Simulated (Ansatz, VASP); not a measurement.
## Zr: VASP beside Ansatz

```xyz
2
Lattice="3.2320 0.0000 0.0000 -1.6160 2.7990 0.0000 0.0000 0.0000 5.1470" Properties=species:S:1:pos:R:3 pbc="T T T"
Zr    0.0000    1.8660    1.2868
Zr    1.6160    0.9330    3.8603
```

Alike in both runs: task electric field gradients; functional r2SCAN; k mesh 13 × 13 × 7; occupations fermi-dirac, width 0.03 eV; no spin polarisation.

|  | VASP | Ansatz |
| --- | --- | --- |
| version | VASP 6.6.1 | Ansatz 0.2.0 |
| potentials or method | VASP PAW PBE potentials, release 64 (Zr_sv) | PAW with Ansatz's default frozen-core files, scalar-relativistic |
| plane-wave cutoff (eV) | 520 | 500 |
| valence electrons in the cell | 24 | 24 |

Ansatz gave:

```
pressure (GPa)                                                : 0.9
traceless stress, the component that is largest in VASP (GPa) : 0.17
size of Vzz on the site where it differs most (V/Å²)          : 41.6
```

**Question.** What did VASP give for the same quantities?

**Answer.** Pressure (GPa): 0.9; traceless stress, the component that is largest in VASP (GPa): 0.15; size of Vzz on the site where it differs most (V/Å²): 40.4.

VASP's potentials were made for PBE, not for r2SCAN. The functional is the same, so the differences come from potentials, cutoffs and numerics.
